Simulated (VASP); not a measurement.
A run of VASP 6.6.1 is set up as follows.

Contents of INCAR:

```
PREC = Accurate
ENCUT = 600
EDIFF = 1E-6
ISMEAR = 0
SIGMA = 0.1
LREAL = F
LASPH = T
NELM = 60
ALGO = Normal
ISIF = 3
LWAVE = F
LCHARG = F
GGA = PE
IBRION = 2
NSW = 90
EDIFFG = -0.04
```

File KPOINTS:

```
regular mesh
0
Gamma
  6 6 6
```

POSCAR

```
NaSe3
1.0
   -2.2331719141      2.2331719141      4.9883840159
    2.2331719141     -2.2331719141      4.9883840159
    2.2331719141      2.2331719141     -4.9883840159
Na Se
1 3
Direct
    0.0000000000      0.0000000000      0.0000000000
    0.5000000000      0.5000000000      0.0000000000
    0.2500000000      0.7500000000      0.5000000000
    0.7500000000      0.2500000000      0.5000000000
```

Potentials or basis: VASP PAW PBE potentials, release 64 (Na_pv, Se).

The run is started by

```bash
$ cat potpaw_PBE.64/Na_pv/POTCAR potpaw_PBE.64/Se/POTCAR > POTCAR
$ mpirun -np 1 vasp_std > vasp.out
```

(1) Predict the relaxed volume.

(2) Estimate the space group after relaxing (to 0.1 Å).

(3) What does it give for the relaxed cell?

(4) Predict the band gap on the k mesh.

Answers

(1) 21.70 Å³/atom.

(2) I4/mmm (No. 139).

(3) a = 5.958 Å, b = 5.958 Å, c = 5.958 Å, α = 139.95°, β = 139.95°, γ = 57.93°.

(4) zero (an odd number of electrons rules out a gap without spin polarisation).

Caveat: an odd number of electrons without spin polarisation forces a metal; a magnetic or distorted state may lie lower.
